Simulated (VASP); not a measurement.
Input of a VASP 6.6.1 run:

File INCAR:

```
  PREC = Accurate
  ENCUT = 500
  EDIFF = 1E-6
  ISMEAR = 0
  SIGMA = 0.05
  LREAL = F
  LASPH = T
  NELM = 200
  ALGO = Normal
  ISIF = 2
  LWAVE = F
  LCHARG = F
  ISPIN = 2
  MAGMOM = 0.05
  LORBIT = 11
  LMAXMIX = 4
  GGA = PE
  NBANDS = 16
  GGA_COMPAT = F
```

The input KPOINTS:

```
regular mesh
0
Gamma
  20 20 20
```

The input POSCAR:

```
V
1.0
   -1.4957415031      1.4957415031      1.4957415031
    1.4957415031     -1.4957415031      1.4957415031
    1.4957415031      1.4957415031     -1.4957415031
V
1
Direct
    0.0000000000      0.0000000000      0.0000000000
```

Potentials or basis: VASP PAW PBE potentials, release 64 (V_sv).

Command:

```bash
$ cat potpaw_PBE.64/V_sv/POTCAR > POTCAR
$ mpirun -np 1 vasp_std > vasp.out
```

What does it give for the net moment?

0.00 μB per cell.

Estimate the pressure.

1.1 GPa.
